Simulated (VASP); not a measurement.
Here is a VASP 6.6.1 calculation.

File INCAR:

```
SYSTEM = NaF
PREC     = Accurate       ! precision mode
ENCUT    = 520            ! plane-wave cutoff, eV
EDIFF    = 1E-7           ! SCF threshold, eV
ISMEAR   = 0              ! smearing method
SIGMA    = 0.05           ! smearing width, eV
LREAL    = .FALSE.        ! projectors in reciprocal space
LASPH    = .TRUE.         ! aspherical terms in the spheres
NELM     = 80             ! most SCF steps
ALGO     = Normal         ! electronic algorithm
ISIF     = 2              ! what is computed and relaxed
LWAVE    = .FALSE.        ! write WAVECAR
LCHARG   = .FALSE.        ! write CHGCAR
GGA      = PE             ! functional
NBANDS   = 14             ! bands
```

Contents of KPOINTS:

```
regular mesh
0
G
  10 10 10
  0 0 0
```

The input POSCAR:

```
NaF
1.0
    1.2293362880      3.0733407200      3.0733407200
    3.0733407200      1.2293362880      3.0733407200
    3.0733407200      3.0733407200      1.2293362880
Na F
1 1
Direct
    0.0000000000      0.0000000000      0.0000000000
    0.5000000000      0.5000000000      0.5000000000
```

Potentials or basis: VASP PAW PBE potentials, release 64 (Na_pv, F).

Launch:

```console
$ cat potpaw_PBE.64/Na_pv/POTCAR potpaw_PBE.64/F/POTCAR > POTCAR
$ mpirun -np 1 vasp_std > vasp.out
```

Q: Predict the pressure.

A: 2.8 GPa.

Stress tensor (GPa, compression positive):
```
  2.76 -30.21 -30.21
-30.21   2.76 -30.21
-30.21 -30.21   2.76
```
